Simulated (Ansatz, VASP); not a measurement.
# Cr: VASP beside Ansatz

POSCAR

```
Cr
1.0
    2.9789608898      0.0000000000      0.0000000000
    0.0000000000      2.9789608898      0.0000000000
    0.0000000000      0.0000000000      2.9789608898
Cr
2
Direct
    0.0000000000      0.0000000000      0.0000000000
    0.5000000000      0.5000000000      0.5000000000
```

The input INCAR.step1:

```
ALGO     = Normal         # electronic algorithm
EDIFF    = 1E-4           # SCF threshold, eV
ENCUT    = 520            # plane-wave cutoff, eV
GGA      = PE             # functional
ISMEAR   = 0              # smearing method
ISPIN    = 2              # spin polarisation
LASPH    = True           # aspherical terms in the spheres
LCHARG   = False          # write CHGCAR
LMAXMIX  = 4              # l up to which the mixer works
LREAL    = False          # projectors in reciprocal space
LWAVE    = True           # write WAVECAR
MAGMOM   = 2.75 -2.75     # initial moments
NBANDS   = 23             # bands
NELM     = 150            # most SCF steps
PREC     = Accurate       # precision mode
SIGMA    = 0.05           # smearing width, eV
```

INCAR.step2

```
ALGO     = Normal         # electronic algorithm
EDIFF    = 1E-6           # SCF threshold, eV
ENCUT    = 520            # plane-wave cutoff, eV
ISIF     = 2              # what is computed and relaxed
ISMEAR   = 0              # smearing method
ISPIN    = 2              # spin polarisation
ISTART   = 1            
LASPH    = True           # aspherical terms in the spheres
LCHARG   = False          # write CHGCAR
LMAXMIX  = 4              # l up to which the mixer works
LMIXTAU  = True         
LORBIT   = 11             # projections on sites
LREAL    = False          # projectors in reciprocal space
LWAVE    = False          # write WAVECAR
MAGMOM   = 2.75 -2.75     # initial moments
METAGGA  = R2SCAN         # meta-GGA
NBANDS   = 23             # bands
NELM     = 150            # most SCF steps
PREC     = Accurate       # precision mode
SIGMA    = 0.05           # smearing width, eV
```

The input KPOINTS:

```
k-points
0
Gamma
  16 16 16
```

Input for Ansatz:

```yaml
crystal:
  lattice:
    - [2.9789608898, 0.0, 0.0]
    - [0.0, 2.9789608898, 0.0]
    - [0.0, 0.0, 2.9789608898]
  atoms:
    - { symbol: Cr, position: [0.0, 0.0, 0.0], spin: 2.75 }
    - { symbol: Cr, position: [0.5, 0.5, 0.5], spin: -2.75 }
basis:
  ecutwfc: 500
  ecutrho_ratio: 4
kpoints:
  mp_grid: { grid: [16, 16, 16] }
hamiltonian:
  xc: r2scan
scf:
  occupations: { method: gaussian, width: 0.05 }
output:
  forces: true
  stress: true
  eigenvalues: true
  populations: true
magnetization:
  spin_polarized: true
```

Alike in both runs: task single point; functional r2SCAN; k mesh 16 × 16 × 16; occupations gaussian, width 0.05 eV; collinear spin.

```csv
,VASP,Ansatz
version,VASP 6.6.1,Ansatz 0.2.0
potentials or method,"VASP PAW PBE potentials, release 64 (Cr_pv), cutoff 520 eV","scalar-relativistic, plane waves, PAW"
valence electrons in the cell,24,28
```

Ansatz gave:

* gap on the k mesh at the Fermi level (eV): none
* pressure (GPa): -2.0
* net moment per atom (μB): 0.00
* size of the moment on the site where the two differ most (μB): 2.58

Task: Which values does VASP return?

Result: gap on the k mesh at the Fermi level (eV): none; pressure (GPa): -1.5; net moment per atom (μB): 0.00; size of the moment on the site where the two differ most (μB): 2.75.

VASP's potentials were made for PBE, not for r2SCAN. Site moments also hang on the region over which each program counts them. A gap of «none» marks a metal or a gap that the smearing closes. With one functional, cell and mesh, what is left measures potentials, basis and numerics. VASP's potentials hold 24 valence electrons a cell and Ansatz's 28, so a difference there can come from the potentials and not from the codes. Ansatz's warnings: stability check not made.
